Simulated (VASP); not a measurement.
**Zn17O18 (a cell with a defect): single point with PBEsol**

The system is Zn17O18 (a cell with a defect).

```
CELL_PARAMETERS angstrom
0.00000 5.59542 5.21394
-4.84578 -2.79771 5.21394
4.84578 -2.79771 5.21394
ATOMIC_POSITIONS crystal
Zn 0.60498 0.61087 0.28305
Zn 0.27672 0.28303 0.93913
Zn 0.27679 0.93909 0.28307
Zn 0.60498 0.28309 0.61079
Zn 0.94895 0.61083 0.93915
Zn 0.94260 0.27669 0.27670
Zn 0.60192 0.93603 0.93596
Zn 0.94901 0.93911 0.61081
Zn 0.22391 0.55799 0.22909
Zn 0.55552 0.55618 0.88951
Zn 0.22391 0.22911 0.55795
Zn 0.22209 0.88955 0.88954
Zn 0.55311 0.21988 0.21981
Zn 0.89508 0.55795 0.55791
Zn 0.88576 0.21987 0.88717
Zn 0.55557 0.88957 0.55614
Zn 0.88578 0.88727 0.21981
O 0.42514 0.75924 0.75917
O 0.73775 0.73687 0.40391
O 0.40276 0.40400 0.07177
O 0.40280 0.07182 0.40395
O 0.73772 0.40397 0.73680
O 0.06988 0.73686 0.07180
O 0.06776 0.40181 0.40180
O 0.73329 0.06740 0.06735
O 0.06988 0.07182 0.73684
O 0.35250 0.68661 0.33292
O 0.68735 0.67846 0.02148
O 0.35254 0.33278 0.68667
O 0.34434 0.02145 0.02151
O 0.68115 0.34610 0.34605
O 0.99858 0.68666 0.68669
O 0.01197 0.34607 0.01524
O 0.68742 0.02152 0.67842
O 0.01201 0.01524 0.34606
```

```yaml
Program: VASP 6.6.1
Task: single point
Functional: PBEsol
Potentials_or_basis: VASP PAW PBE potentials, release 64 (Zn, O)
Cutoff: 520 eV
k_mesh: 2 × 2 × 2, shifted
Occupations: gaussian, width 0.02 eV
Spin: collinear spin
```

| Property | Result |
| --- | --- |
| Largest force | 0.066 eV/Å |
| Net moment | 0.00 μB per cell |
| Valence electrons inside the program's atomic spheres | Zn 10.94, 10.93, 10.85, 10.92, 10.91 (each value once); O 5.01, 5.00, 4.99 (each value once) |

Forces on the atoms (eV/Å):
```
Zn   0.015  0.014  0.012
Zn   0.005 -0.020  0.012
Zn  -0.005 -0.021  0.012
Zn  -0.014  0.015  0.013
Zn   0.020  0.005  0.011
Zn  -0.001  0.001 -0.003
Zn   0.001  0.000  0.002
Zn  -0.020  0.004  0.012
Zn   0.006 -0.004 -0.023
Zn   0.023  0.012 -0.004
Zn  -0.005 -0.003 -0.023
Zn  -0.001 -0.027 -0.003
Zn   0.000  0.003  0.003
Zn   0.000  0.004 -0.024
Zn   0.002 -0.002  0.003
Zn  -0.023  0.011 -0.004
Zn  -0.001 -0.002  0.002
O    0.000  0.001 -0.045
O    0.011  0.003 -0.003
O   -0.003 -0.009 -0.002
O    0.004 -0.009 -0.003
O   -0.011  0.003 -0.004
O    0.007  0.009 -0.003
O   -0.001  0.001 -0.007
O    0.000 -0.005 -0.013
O   -0.006  0.010 -0.004
O    0.051 -0.028  0.024
O    0.016  0.011  0.005
O   -0.053 -0.030  0.025
O   -0.001 -0.017  0.002
O    0.000 -0.002  0.000
O   -0.001  0.058  0.024
O   -0.003  0.001  0.001
O   -0.017  0.010  0.003
O    0.003  0.001  0.002
```

Levels at points of the mesh, in eV from the Fermi level:
Spin up:
| k point | band 155 | band 156 | band 157 | band 158 | band 159 | band 160 |
| --- | --- | --- | --- | --- | --- | --- |
| (0.25, 0.25, 0.25) | -0.61 | -0.16 | -0.16 | 1.71 | 3.99 | 3.99 |
Spin down:
```
           k point  band 155  band 156  band 157  band 158  band 159  band 160
(0.25, 0.25, 0.25)     -0.61     -0.16     -0.16      1.71      3.99      3.99
```

It took 2.6 min on 1 × NVIDIA H100 80GB with 1 thread of AMD EPYC 7R13 Processor (Zen 3) (shared host), peak memory 1.8 GiB.

Caveat: the cell carries a net charge on a neutralising background, which shifts energy and pressure; the cell is charged against a uniform background, so pressure and absolute levels hang on convention; the PAW data sets were made with another functional, which shifts forces and pressure a little.
